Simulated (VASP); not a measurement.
# Al2O3 (R-3c) in VASP: notebook, part 2 of 3

VASP 6.6.1. Earlier steps stand in the parts before.

## 3. Single point, PBE (volume 7.356 Å^3 an atom, c/a of the conventional cell 2.7290)

File INCAR:

```
SYSTEM = Al2O3
  PREC = Accurate
  ENCUT = 520
  EDIFF = 1E-6
  ISMEAR = 0
  SIGMA = 0.05
  LREAL = .False.
  LASPH = .True.
  NELM = 60
  ALGO = Normal
  ISIF = 2
  LWAVE = .False.
  LCHARG = .False.
  GGA = PE
  NBANDS = 35
```

File KPOINTS:

```
Automatic mesh
0
Gamma
  6 6 6
  0 0 0
```

File POSCAR:

```
Al2O3
1.0
    2.2683784773      1.3096489245      4.1268630930
   -2.2683784773      1.3096489245      4.1268630930
    0.0000000000     -2.6192978490      4.1268630930
Al O
4 6
Direct
    0.8521293568      0.8521293568      0.8521293568
    0.6478706432      0.6478706432      0.6478706432
    0.1478706432      0.1478706432      0.1478706432
    0.3521293568      0.3521293568      0.3521293568
    0.0561574040      0.4438425960      0.7500000000
    0.7500000000      0.0561574040      0.4438425960
    0.4438425960      0.7500000000      0.0561574040
    0.9438425960      0.5561574040      0.2500000000
    0.2500000000      0.9438425960      0.5561574040
    0.5561574040      0.2500000000      0.9438425960
```

Potentials or basis: VASP PAW PBE potentials, release 64 (Al, O).

Command:

```console
cat potpaw_PBE.64/Al/POTCAR potpaw_PBE.64/O/POTCAR > POTCAR
mpirun -np 1 vasp_std > vasp.out
```

OUTCAR:

```text
SYSTEM = Al2O3
   PREC = Accurate
   ENCUT = 520
   EDIFF = 1E-6
   ISMEAR = 0
   LREAL = .False.
   LASPH = .True.
   NELM = 60
   ISIF = 2
   GGA = PE

 ion  position               nearest neighbor table
   1  0.852  0.852  0.852-  10 1.77   8 1.77   9 1.77   5 1.88   7 1.88   6 1.88   2 2.53   3 2.66
                             3 2.66   3 2.66   2 3.07   2 3.07   2 3.07   4 3.33   4 3.33   4 3.33
   2  0.648  0.648  0.648-   9 1.77   8 1.77  10 1.77   5 1.88   7 1.88   6 1.88   1 2.53   4 2.66
                             4 2.66   4 2.66   1 3.07   1 3.07   1 3.07   3 3.33   3 3.33   3 3.33
   3  0.148  0.148  0.148-   7 1.77   5 1.77   6 1.77   8 1.88   9 1.88  10 1.88   4 2.53   1 2.66
                             1 2.66   1 2.66   4 3.07   4 3.07   4 3.07   2 3.33   2 3.33   2 3.33
   4  0.352  0.352  0.352-   6 1.77   5 1.77   7 1.77   8 1.88   9 1.88  10 1.88   3 2.53   2 2.66
                             2 2.66   2 2.66   3 3.07   3 3.07   3 3.07   1 3.33   1 3.33   1 3.33
   5  0.056  0.444  0.750-   3 1.77   4 1.77   1 1.88   2 1.88
   6  0.750  0.056  0.444-   4 1.77   3 1.77   1 1.88   2 1.88
   7  0.444  0.750  0.056-   3 1.77   4 1.77   1 1.88   2 1.88
   8  0.944  0.556  0.250-   1 1.77   2 1.77   3 1.88   4 1.88
   9  0.250  0.944  0.556-   2 1.77   1 1.77   3 1.88   4 1.88
  10  0.556  0.250  0.944-   1 1.77   2 1.77   3 1.88   4 1.88

  LATTYP: Found a trigonal (rhomboedric) cell.
 ALAT       =     4.8879157327
 COS(alpha) =     0.5692615792

  Lattice vectors:

 A1 = (   2.2683784773,   1.3096489245,   4.1268630930)
 A2 = (  -2.2683784773,   1.3096489245,   4.1268630930)
 A3 = (   0.0000000000,  -2.6192978490,   4.1268630930)

Analysis of symmetry for initial positions (statically):
=====================================================================
 Subroutine PRICEL returns:
 Original cell was already a primitive cell.

 Routine SETGRP: Setting up the symmetry group for a
 trigonal (rhombohedral) supercell.

 Subroutine GETGRP returns: Found 12 space group operations
 (whereof  6 operations were pure point group operations)
 out of a pool of 12 trial point group operations.

The static configuration has the point symmetry S_6 .
 The point group associated with its full space group is D_3d.

Analysis of symmetry for dynamics (positions and initial velocities):
=====================================================================
 Subroutine PRICEL returns:
 Original cell was already a primitive cell.

 Routine SETGRP: Setting up the symmetry group for a
 trigonal (rhombohedral) supercell.

 Subroutine GETGRP returns: Found 12 space group operations
 (whereof  6 operations were pure point group operations)
 out of a pool of 12 trial point group operations.

The dynamic configuration has the point symmetry S_6 .
 The point group associated with its full space group is D_3d.

 Subroutine INISYM returns: Found 12 space group operations
 (whereof  6 operations are pure point group operations),
 and found     1 'primitive' translations

----------------------------------------------------------------------------------------

                                     Primitive cell

  volume of cell :      73.5600

  direct lattice vectors                    reciprocal lattice vectors
     2.268378477  1.309648925  4.126863093     0.220421770  0.127260568  0.080771600
[... 86 lines left out ...]
   total plane-waves  NPLWV =  46656
   dimension x,y,z NGX =    36 NGY =   36 NGZ =   36
   dimension x,y,z NGXF=    72 NGYF=   72 NGZF=   72
   ions per type =               4   6
   NGX,Y,Z   is equivalent  to a cutoff of  12.24, 12.24, 12.24 a.u.
   NGXF,Y,Z  is equivalent  to a cutoff of  24.49, 24.49, 24.49 a.u.
 SYSTEM =  Al2O3
   PREC   = accura    normal or accurate (medium, high low for compatibility)
   ISTART =      0    job   : 0-new  1-cont  2-samecut
   ICHARG =      2    charge: 1-file 2-atom 10-const
   ISPIN  =      1    spin polarized calculation?
   LNONCOLLINEAR =      F non collinear calculations
   LSORBIT =      F    spin-orbit coupling
   LASPH  =      T    aspherical Exc in radial PAW
   ENCUT  =  520.0 eV  38.22 Ry    6.18 a.u.   9.09  9.09  9.09*2*pi/ulx,y,z
   NELM   =     60;   NELMIN=  2; NELMDL= -5     # of ELM steps
   EDIFF  = 0.1E-05   stopping-criterion for ELM
   LREAL  =      F    real-space projection
   EDIFFG = 0.1E-04   stopping-criterion for IOM
   NSW    =      0    number of steps for IOM
   IBRION =     -1    ionic relax: 0-MD 1-quasi-New 2-CG
   NFREE  =      0    steps in history (QN), initial steepest desc. (CG)
   ISIF   =      2    stress and relaxation
   ISYM   =      2    0-nonsym 1-usesym 2-fastsym
   POTIM  = 0.5000    time-step for ionic-motion
   TEBEG  =    0.0;   TEEND  =   0.0 temperature during run
   PSTRESS=    0.0 pullay stress
   NELECT =      48.0000    total number of electrons
   NUPDOWN=      -1.0000    fix difference up-down
   EMIN   =  10.00;   EMAX   =-10.00  energy-range for DOS
   EFERMI =   0.00;   METHOD = LEGACY
   ISMEAR =     0;   SIGMA  =   0.05  broadening in eV -4-tet -1-fermi 0-gaus
   EFERMI_NEDOS =   21; number of points for ismear=-14 and -15
   IALGO  =     38    algorithm
   IMIX   =      4    mixing-type and parameters
     AMIX     =   0.40;   BMIX     =  1.00
     AMIX_MAG =   1.60;   BMIX_MAG =  1.00
  volume/ion in A,a.u.               =       7.36        49.64
  Fermi-wavevector in a.u.,A,eV,Ry     =   1.419955  2.683326 27.433060  2.016273
  Thomas-Fermi vector in A             =   2.540921
   LORBIT       =      0    0 simple, 1 ext, 2 COOP (PROOUT), +10 PAW based schemes
   GGA     = PE    functional components
   LHFCALC =     F    Hartree Fock is set to
   AEXX    =    0.0000 exact exchange contribution
   IVDW    =     0    specifies the selected vdW correction
   LEPSILON=     F    determine dielectric tensor
   LRPA    =     F    only Hartree local field effects (RPA)
 non-spin polarized calculation
 Gauss-broadening in eV      SIGMA  =   0.05
  energy-cutoff  :      520.00
  volume of cell :       73.56
 maximum number of plane-waves:      2011
   NGX = 19   NGY = 19   NGZ = 19

 number of electron      47.9999972 magnetization

 Free energy of the ion-electron system (eV)
  ---------------------------------------------------
  ext. energy  EPLUGINS =         0.00000000
  ---------------------------------------------------
  free energy    TOTEN  =       -72.62092870 eV

  energy without entropy =      -72.62092870  energy(sigma->0) =      -72.62092870

 E-fermi :   8.2084     XC(G=0): -12.4201

 val. band max:        7.8987334748   @ k =   0.0000   0.0000   0.0000
 cond. band min:      16.0231046671   @ k =   0.0000   0.0000   0.0000
 fundamental gap:      8.1243711923
 Fermi energy:         8.2083910919

 k-point     1 :       0.0000    0.0000    0.0000
  band No.  band energies     occupation
      1     -12.5493      2.00000
      2      -9.6106      2.00000
      3      -9.2335      2.00000
      4      -9.2335      2.00000
      5      -8.8603      2.00000
      6      -8.8603      2.00000
[... 901 lines left out ...]
     34      22.2722      0.00000
     35      23.0232      0.00000

 [... further k-points ...]

------------------------ aborting loop because EDIFF is reached ----------------------------------------

  FORCE on cell =-STRESS in cart. coord.  units (eV):
  Direction    XX          YY          ZZ          XY          YZ          ZX
  --------------------------------------------------------------------------------------
  -------------------------------------------------------------------------------------
  Total       27.0379850     27.0379850     25.0646310      0.0000000      0.0000000      0.0000000
  in kB      588.9022100    588.9022100    545.9214722      0.0000000      0.0000000      0.0000000
  external PRESSURE =     574.5752974 kB  Pullay stress =       0.0000000 kB

 VOLUME and BASIS-vectors are now :
 -----------------------------------------------------------------------------
  energy-cutoff  :      520.00
  volume of cell :       73.56
      direct lattice vectors                 reciprocal lattice vectors
     2.268378477  1.309648925  4.126863093     0.220421770  0.127260568  0.080771600
    -2.268378477  1.309648925  4.126863093    -0.220421770  0.127260568  0.080771600
     0.000000000 -2.619297849  4.126863093     0.000000000 -0.254521137  0.080771600

 POSITION                                       TOTAL-FORCE (eV/Angst)
 -----------------------------------------------------------------------------------
      0.00000      0.00000     10.54986        -0.000000     -0.000000     -0.101336
      0.00000      0.00000      8.02102        -0.000000      0.000000      0.101336
      0.00000      0.00000      1.83073        -0.000000      0.000000      0.101336
      0.00000      0.00000      4.35957        -0.000000     -0.000000     -0.101336
     -0.87942     -1.30965      5.15858         0.218729     -0.000000     -0.000000
      1.57390     -0.10677      5.15858        -0.109365      0.189425     -0.000000
     -0.69448      1.41642      5.15858        -0.109365     -0.189425     -0.000000
      0.87942      1.30965      7.22201        -0.218729      0.000000     -0.000000
     -1.57390      0.10677      7.22201         0.109365     -0.189425     -0.000000
      0.69448     -1.41642      7.22201         0.109365      0.189425     -0.000000
 -----------------------------------------------------------------------------------
    total drift:                               -0.000000      0.000000      0.000000

  FREE ENERGIE OF THE ION-ELECTRON SYSTEM (eV)
  ---------------------------------------------------
  free  energy   TOTEN  =       -72.6209286982 eV

  energy  without entropy=      -72.6209286982  energy(sigma->0) =      -72.62092870
```

Run time: 34 s. Hardware: 1 thread of Intel Xeon 6975P-C (Granite Rapids), shared host; peak memory 0.22 GiB.

Results:

* Free energy: -72.6209 eV
* Pressure: 57.5 GPa
* Largest force: 0.219 eV/Å
* Band gap on the k mesh: 8.12 eV, direct

Forces on the atoms (eV/Å):
```
Al   0.000  0.000 -0.101
Al   0.000  0.000  0.101
Al   0.000  0.000  0.101
Al   0.000  0.000 -0.101
O    0.219  0.000  0.000
O   -0.109  0.189  0.000
O   -0.109 -0.189  0.000
O   -0.219  0.000  0.000
O    0.109 -0.189  0.000
O    0.109  0.189  0.000
```

Stress tensor (GPa, compression positive):
```
58.89  0.00  0.00
 0.00 58.89  0.00
 0.00  0.00 54.59
```

 A k mesh can miss the band edges.

(Continued in part 3 of 3.)
